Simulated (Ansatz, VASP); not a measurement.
One calculation of Fe, two programs

INCAR

```
ALGO = Normal
EDIFF = 1E-6
ENCUT = 520
ISIF = 2
ISMEAR = -1
ISPIN = 2
LASPH = True
LCHARG = False
LMAXMIX = 4
LORBIT = 11
LREAL = False
LWAVE = False
MAGMOM = 2.01
NBANDS = 14
NELM = 150
PREC = Accurate
SIGMA = 0.05
```

The input KPOINTS:

```
k-points
0
Gamma
  22 22 22
```

POSCAR

```
Fe
1.0
    2.2797970657      0.0000000000      0.0000000000
    0.0000000000      2.2797970657      0.0000000000
    0.0000000000      0.0000000000      2.2797970657
Fe
1
Direct
    0.0000000000      0.0000000000      0.0000000000
```

Input for Ansatz:

```yaml
crystal:
  lattice:
    - [2.2797970657, 0.0, 0.0]
    - [0.0, 2.2797970657, 0.0]
    - [0.0, 0.0, 2.2797970657]
  atoms:
    - { symbol: Fe, position: [0.0, 0.0, 0.0], spin: 2.01 }
hamiltonian:
  xc: lda
  pseudopotentials:
    kind: paw
    azcp:
      Fe: "pseudopotentials/Fe.paw.azcp"
basis:
  ecutwfc: 420
  fft_grid_basis: typed
kpoints:
  mp_grid: { grid: [22, 22, 22], shift: [0, 0, 0] }
magnetization:
  spin_polarized: true
scf:
  occupations: { method: fermi_dirac, width: 0.05 }
output:
  write_density: true
  write_potential: true
  elf: true
  volumetric_format: npy
```

Alike in both runs: task single point; functional LDA; k mesh 22 × 22 × 22; occupations fermi-dirac, width 0.05 eV; collinear spin.

```csv
,VASP,Ansatz
version,VASP 6.6.1,Ansatz 0.2.0
potentials or method,"VASP PAW LDA potentials, release 64 (Fe), cutoff 520 eV","plane waves (420 eV) with PAW, scalar-relativistic"
valence electrons in the cell,8,16
```

Ansatz gave:

| Quantity | Value |
| --- | --- |
| net moment per atom (μB) | 2.05 |
| size of the moment on the site where the two differ most (μB) | 1.99 |

**Question.** Estimate VASP's values.

**Answer.** net moment per atom (μB): 1.87; size of the moment on the site where the two differ most (μB): 1.84.

The net moments are unlike, so the other rows may belong to different states. Ansatz warns that its potentials were made for another functional, while VASP's fit it. LDA's correlation is that of Perdew and Zunger in VASP and of Perdew and Wang (1992) in Ansatz. Site moments also hang on the region over which each program counts them. VASP's potentials hold 8 valence electrons a cell and Ansatz's 16, so a difference there can come from the potentials and not from the codes.
